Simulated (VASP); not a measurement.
Set up this calculation in VASP 6.6.1, as the native input.

| Quantity | Value |
| --- | --- |
| Task | single point |
| Functional | r2SCAN |
| Potentials or basis | VASP PAW PBE potentials, release 64 (Al, Pt) |
| Cutoff | 520 eV |
| k mesh | 11 × 11 × 11 |
| Occupations | methfessel-paxton, width 0.05 eV |
| Spin | no spin polarisation |
| Dipole correction | no |
| Further INCAR settings | ALGO = Normal; EDIFF = 1e-06; NBANDS = 14 |

Crystal: AlPt.

```
Al Pt
1.0
     3.00680    0.00000    0.00000
     0.00000    3.00680    0.00000
     0.00000    0.00000    3.00680
Al Pt
1 1
Direct
  0.00000 0.00000 0.00000
  0.50000 0.50000 0.50000
```

The input as run:

POSCAR

```
AlPt
1.0
    3.0068030953      0.0000000000      0.0000000000
    0.0000000000      3.0068030953      0.0000000000
    0.0000000000      0.0000000000      3.0068030953
Al Pt
1 1
Direct
    0.0000000000      0.0000000000      0.0000000000
    0.5000000000      0.5000000000      0.5000000000
```

INCAR.step1

```
SYSTEM = AlPt
PREC     = Accurate       ! precision mode
ENCUT    = 520            ! plane-wave cutoff, eV
ISMEAR   = 1              ! smearing method
SIGMA    = 0.05           ! smearing width, eV
LREAL    = .False.        ! projectors in reciprocal space
LASPH    = .True.         ! aspherical terms in the spheres
NELM     = 80             ! most SCF steps
NBANDS   = 14             ! bands
GGA      = PE             ! functional
ALGO     = Normal         ! electronic algorithm
EDIFF    = 1E-4           ! SCF threshold, eV
LWAVE    = .True.         ! write WAVECAR
LCHARG   = .False.        ! write CHGCAR
```

INCAR.step2

```
SYSTEM = AlPt
PREC     = Accurate       ! precision mode
ENCUT    = 520            ! plane-wave cutoff, eV
EDIFF    = 1E-6           ! SCF threshold, eV
ISMEAR   = 1              ! smearing method
SIGMA    = 0.05           ! smearing width, eV
LREAL    = .False.        ! projectors in reciprocal space
LASPH    = .True.         ! aspherical terms in the spheres
NELM     = 80             ! most SCF steps
ALGO     = Normal         ! electronic algorithm
ISIF     = 2              ! what is computed and relaxed
LWAVE    = .False.        ! write WAVECAR
LCHARG   = .False.        ! write CHGCAR
METAGGA  = R2SCAN         ! meta-GGA
LMIXTAU  = .True.       
NBANDS   = 14             ! bands
ISTART   = 1
```

KPOINTS

```
Automatic mesh
0
Gamma
  11 11 11
  0 0 0
```

Potentials or basis: VASP PAW PBE potentials, release 64 (Al, Pt).

Command:

```sh
$ cat potpaw_PBE.64/Al/POTCAR potpaw_PBE.64/Pt/POTCAR > POTCAR
$ cp INCAR.step1 INCAR
$ mpirun -np 1 vasp_std > vasp.out
$ cp INCAR.step2 INCAR
$ mpirun -np 1 vasp_std > vasp.out
```

It gave:

```
Pressure : 13.6 GPa
```

Caveat: the PAW data sets were made with another functional, which shifts forces and pressure a little.

It took 22 s on 1 thread of Intel(R) Xeon(R) 6975P-C (Granite Rapids), with other jobs on the host, peak memory 0.16 GiB.
